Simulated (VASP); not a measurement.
# MgB2 (P6/mmm) in VASP: further runs

The runs below take MgB2 through relaxation of shape and atoms at fixed volume, with PBE.

Everything below comes from runs of VASP 6.6.1. Logs are shortened: lines on timing, memory, paths and dates and some standing lists are left out, and cuts for length are marked.

## 1. The cell of the first run

It takes space group P6/mmm (No. 191, hexagonal). The conventional cell has a = 2.967 Å, b = 2.967 Å, c = 3.335 Å, α = 90.00°, β = 90.00°, γ = 120.00°. Mg (site symmetry 6/mmm) has 12 B at 2.39 Å and 6 Mg at 2.97 Å within 3.2 Å. B (site symmetry -6m2) has 3 B at 1.71 Å within 2.3 Å.

## 2. Relaxation of shape and atoms at fixed volume, PBE (volume scaled by 0.88)

The input, INCAR:

```
PREC = Accurate ; ENCUT = 600
EDIFF = 1E-6 ; ISMEAR = 0
SIGMA = 0.1 ; LREAL = F
LASPH = T ; NELM = 80
ALGO = Normal ; ISIF = 4
LWAVE = F ; LCHARG = F
GGA = PE ; IBRION = 2
NSW = 50 ; EDIFFG = -0.01
```

The input, KPOINTS:

```
Automatic mesh
0
Gamma
  15 15 12
```

The input, POSCAR:

```
MgB2
1.0
    2.9665892434      0.0000000000      0.0000000000
   -1.4832946217      2.5691416474      0.0000000000
    0.0000000000      0.0000000000      3.3349182374
Mg B
1 2
Direct
    0.0000000000      0.0000000000      0.0000000000
    0.3333333333      0.6666666667      0.5000000000
    0.6666666667      0.3333333333      0.5000000000
```

Potentials or basis: VASP PAW PBE potentials, release 64 (Mg, B).

Started as:

```console
$ cat potpaw_PBE.64/Mg/POTCAR potpaw_PBE.64/B/POTCAR > POTCAR
$ mpirun -np 1 vasp_std > vasp.out
```

OUTCAR:

```text
PREC = Accurate
   ENCUT = 600
   EDIFF = 1E-6
   ISMEAR = 0
   LREAL = F
   LASPH = T
   NELM = 80
   ISIF = 4
   GGA = PE
   IBRION = 2
   NSW = 50
   EDIFFG = -0.01

 ion  position               nearest neighbor table
   1  0.000  0.000  0.000-   2 2.39   3 2.39   2 2.39   3 2.39   3 2.39   3 2.39   2 2.39   2 2.39
                             3 2.39   3 2.39   2 2.39   2 2.39
   2  0.333  0.667  0.500-   3 1.71   3 1.71   3 1.71   1 2.39   1 2.39   1 2.39   1 2.39   1 2.39
                             1 2.39
   3  0.667  0.333  0.500-   2 1.71   2 1.71   2 1.71   1 2.39   1 2.39   1 2.39   1 2.39   1 2.39
                             1 2.39

  LATTYP: Found a hexagonal cell.
 ALAT       =     2.9665892434
 C/A-ratio  =     1.1241590809

  Lattice vectors:

 A1 = (   2.9665892434,   0.0000000000,   0.0000000000)
 A2 = (  -1.4832946217,   2.5691416474,   0.0000000000)
 A3 = (   0.0000000000,   0.0000000000,   3.3349182374)

Analysis of symmetry for initial positions (statically):
=====================================================================
 Subroutine PRICEL returns:
 Original cell was already a primitive cell.

 Routine SETGRP: Setting up the symmetry group for a
 hexagonal supercell.

 Subroutine GETGRP returns: Found 24 space group operations
 (whereof 24 operations were pure point group operations)
 out of a pool of 24 trial point group operations.

The static configuration has the point symmetry D_6h.

Analysis of symmetry for dynamics (positions and initial velocities):
=====================================================================
 Subroutine PRICEL returns:
 Original cell was already a primitive cell.

 Routine SETGRP: Setting up the symmetry group for a
 hexagonal supercell.

 Subroutine GETGRP returns: Found 24 space group operations
 (whereof 24 operations were pure point group operations)
 out of a pool of 24 trial point group operations.

The dynamic configuration has the point symmetry D_6h.

 Subroutine INISYM returns: Found 24 space group operations
 (whereof 24 operations are pure point group operations),
 and found     1 'primitive' translations

----------------------------------------------------------------------------------------

                                     Primitive cell

  volume of cell :      25.4174

  direct lattice vectors                    reciprocal lattice vectors
     2.966589243  0.000000000  0.000000000     0.337087449  0.194617529  0.000000000
    -1.483294622  2.569141647  0.000000000     0.000000000  0.389235059  0.000000000
     0.000000000  0.000000000  3.334918237     0.000000000  0.000000000  0.299857426

  length of vectors
     2.966589243  2.966589243  3.334918237     0.389235059  0.389235059  0.299857426

  position of ions in fractional coordinates (direct lattice)
     0.000000000  0.000000000  0.000000000
     0.333333333  0.666666667  0.500000000
     0.666666667  0.333333333  0.500000000

  ion indices of the primitive-cell ions
   primitive index   ion index
                 1           1
                 2           2
                 3           3

----------------------------------------------------------------------------------------

 KPOINTS: Automatic mesh

Automatic generation of k-mesh.
 Grid dimensions read from file:
 generate k-points for:   15   15   12

 Generating k-lattice:

  Cartesian coordinates                     Fractional coordinates (reciprocal lattice)
     0.022472497  0.012974502  0.000000000     0.066666667  0.000000000  0.000000000
     0.000000000  0.025949004  0.000000000     0.000000000  0.066666667  0.000000000
     0.000000000  0.000000000  0.024988119     0.000000000  0.000000000  0.083333333

  Length of vectors
     0.025949004  0.025949004  0.024988119

  Shift w.r.t. Gamma in fractional coordinates (k-lattice)
     0.000000000  0.000000000  0.000000000

 Subroutine IBZKPT returns following result:
 ===========================================

 Found    189 irreducible k-points:

 Following reciprocal coordinates:
            Coordinates               Weight
  0.000000  0.000000  0.000000      1.000000
  0.066667  0.000000  0.000000      6.000000
  0.133333 -0.000000  0.000000      6.000000
  0.200000  0.000000  0.000000      6.000000
  0.266667 -0.000000  0.000000      6.000000
  0.333333 -0.000000  0.000000      6.000000
[... 16 lines left out ...]
  0.333333  0.200000  0.000000     12.000000
  0.400000  0.200000  0.000000      6.000000
 [... further k-points ...]
   k-points           NKPTS =    189   k-points in BZ     NKDIM =    189   number of bands    NBANDS=      8
   number of dos      NEDOS =    301   number of ions     NIONS =      3
   total plane-waves  NPLWV =  16128
   dimension x,y,z NGX =    24 NGY =   24 NGZ =   28
   dimension x,y,z NGXF=    48 NGYF=   48 NGZF=   56
   ions per type =               1   2
   NGX,Y,Z   is equivalent  to a cutoff of  13.45, 13.45, 13.96 a.u.
   NGXF,Y,Z  is equivalent  to a cutoff of  26.90, 26.90, 27.92 a.u.
 SYSTEM =  unknown system
   PREC   = accura    normal or accurate (medium, high low for compatibility)
   ISTART =      0    job   : 0-new  1-cont  2-samecut
   ICHARG =      2    charge: 1-file 2-atom 10-const
   ISPIN  =      1    spin polarized calculation?
   LNONCOLLINEAR =      F non collinear calculations
   LSORBIT =      F    spin-orbit coupling
   LASPH  =      T    aspherical Exc in radial PAW
   ENCUT  =  600.0 eV  44.10 Ry    6.64 a.u.   5.93  5.93  6.66*2*pi/ulx,y,z
   NELM   =     80;   NELMIN=  2; NELMDL= -5     # of ELM steps
   EDIFF  = 0.1E-05   stopping-criterion for ELM
   LREAL  =      F    real-space projection
   EDIFFG = -.1E-01   stopping-criterion for IOM
   NSW    =     50    number of steps for IOM
   IBRION =      2    ionic relax: 0-MD 1-quasi-New 2-CG
   NFREE  =      1    steps in history (QN), initial steepest desc. (CG)
   ISIF   =      4    stress and relaxation
   ISYM   =      2    0-nonsym 1-usesym 2-fastsym
   POTIM  = 0.5000    time-step for ionic-motion
   TEBEG  =    0.0;   TEEND  =   0.0 temperature during run
   PSTRESS=    0.0 pullay stress
   NELECT =       8.0000    total number of electrons
   NUPDOWN=      -1.0000    fix difference up-down
   EMIN   =  10.00;   EMAX   =-10.00  energy-range for DOS
   EFERMI =   0.00;   METHOD = LEGACY
   ISMEAR =     0;   SIGMA  =   0.10  broadening in eV -4-tet -1-fermi 0-gaus
   EFERMI_NEDOS =   21; number of points for ismear=-14 and -15
   IALGO  =     38    algorithm
   IMIX   =      4    mixing-type and parameters
     AMIX     =   0.40;   BMIX     =  1.00
     AMIX_MAG =   1.60;   BMIX_MAG =  1.00
  volume/ion in A,a.u.               =       8.47        57.17
  Fermi-wavevector in a.u.,A,eV,Ry     =   1.113597  2.104393 16.872553  1.240098
  Thomas-Fermi vector in A             =   2.250183
   LORBIT       =      0    0 simple, 1 ext, 2 COOP (PROOUT), +10 PAW based schemes
   GGA     = PE    functional components
   LHFCALC =     F    Hartree Fock is set to
   AEXX    =    0.0000 exact exchange contribution
   IVDW    =     0    specifies the selected vdW correction
   LEPSILON=     F    determine dielectric tensor
   LRPA    =     F    only Hartree local field effects (RPA)
 conjugate gradient relaxation of ions
 non-spin polarized calculation
 Gauss-broadening in eV      SIGMA  =   0.10
  energy-cutoff  :      600.00
  volume of cell :       25.42
 maximum number of plane-waves:       864
 NGX is ok and might be reduce to    24
   NGX = 11   NGY = 11   NGZ = 13

--------------------------------------- Ionic step        1  -------------------------------------------

 number of electron       8.0000000 magnetization

 Free energy of the ion-electron system (eV)
  ---------------------------------------------------
  ext. energy  EPLUGINS =         0.00000000
  ---------------------------------------------------
  free energy    TOTEN  =       -15.10453119 eV

  energy without entropy =      -15.10017288  energy(sigma->0) =      -15.10235203

------------------------ aborting loop because EDIFF is reached ----------------------------------------

  FORCE on cell =-STRESS in cart. coord.  units (eV):
  Direction    XX          YY          ZZ          XY          YZ          ZX
  --------------------------------------------------------------------------------------
  -------------------------------------------------------------------------------------
  Total        3.8158039      3.8158039      3.4098301      0.0000000     -0.0000000      0.0000000
  in kB      240.5281829    240.5281829    214.9377350      0.0000000     -0.0000000      0.0000000
  external PRESSURE =     231.9980336 kB  Pullay stress =       0.0000000 kB
[... 59 lines left out ...]
  energy  without entropy=      -15.1014862308  energy(sigma->0) =      -15.10357481

--------------------------------------- Ionic step        3  -------------------------------------------

 number of electron       8.0000000 magnetization

 Free energy of the ion-electron system (eV)
  ---------------------------------------------------
  ext. energy  EPLUGINS =         0.00000000
  ---------------------------------------------------
  free energy    TOTEN  =       -15.10575720 eV

  energy without entropy =      -15.10168801  energy(sigma->0) =      -15.10372261

 E-fermi :   6.2401     XC(G=0): -11.4534

 val. band max:        6.2254585107   @ k =   0.4667   0.0667   0.0833
 cond. band min:       6.2504139587   @ k =   0.3333   0.1333   0.4167
 fundamental gap:      0.0249554480
 Fermi energy:         6.2401384151

 k-point     1 :       0.0000    0.0000    0.0000
  band No.  band energies     occupation
      1      -6.9803      2.00000
      2       3.3207      2.00000
      3       6.5542      0.00001
      4       6.5542      0.00001
      5       8.6425      0.00000
      6      12.8692      0.00000
      7      12.8692      0.00000
      8      15.3590      0.00000
[... 243 lines left out ...]
 k-point    24 :       0.4000    0.2000    0.0000
  band No.  band energies     occupation
      1      -2.2915      2.00000
      2      -1.6994      2.00000
      3       1.4246      2.00000
      4       7.2012      0.00000
      5       9.3502      0.00000
      6      12.6377      0.00000
      7      12.8349      0.00000
      8      15.7791      0.00000

 [... further k-points ...]

------------------------ aborting loop because EDIFF is reached ----------------------------------------

  FORCE on cell =-STRESS in cart. coord.  units (eV):
  Direction    XX          YY          ZZ          XY          YZ          ZX
  --------------------------------------------------------------------------------------
  -------------------------------------------------------------------------------------
  Total        3.6123479      3.6123479      3.6142081      0.0000000     -0.0000000      0.0000000
  in kB      227.7033895    227.7033895    227.8206464      0.0000000     -0.0000000      0.0000000
  external PRESSURE =     227.7424751 kB  Pullay stress =       0.0000000 kB
[... 18 lines left out ...]
  FREE ENERGIE OF THE ION-ELECTRON SYSTEM (eV)
  ---------------------------------------------------
  free  energy   TOTEN  =       -15.1057572013 eV

  energy  without entropy=      -15.1016880148  energy(sigma->0) =      -15.10372261

 reached required accuracy - stopping structural energy minimisation
```

Run time: 23 s. Hardware: 1 thread of Intel Xeon 6975P-C (Granite Rapids), shared host; peak memory 0.19 GiB.

What came out:

```
Free energy               : -15.1058 eV
Energy gained by relaxing : 0.4 meV/atom
Ionic steps               : 3
Pressure after relaxing   : 22.8 GPa
Band gap on the k mesh    : zero (band 4 reaches 8.29 eV, above the bottom of band 5 at 3.95 eV)
```

The path:
| step | energy change (eV) | largest force (eV/Å) | pressure (GPa) | volume (Å³) |
| --- | --- | --- | --- | --- |
| 1 | 0.0000 | 0.0000 | 23.20 | 25.42 |
| 2 | -0.0011 | 0.0000 | 22.90 | 25.42 |
| 3 | -0.0012 | 0.0000 | 22.77 | 25.42 |

Final structure:
```xyz
3
Lattice="2.9756 0.0000 0.0000 -1.4878 2.5769 0.0000 0.0000 0.0000 3.3147" Properties=species:S:1:pos:R:3 pbc="T T T"
Mg    0.0000    0.0000    0.0000
B     0.0000    1.7180    1.6574
B     1.4878    0.8590    1.6574
```

Caveat: the cell differs from its parent crystal (volume scaled by 0.88).

(Continued in part 2 of 2.)
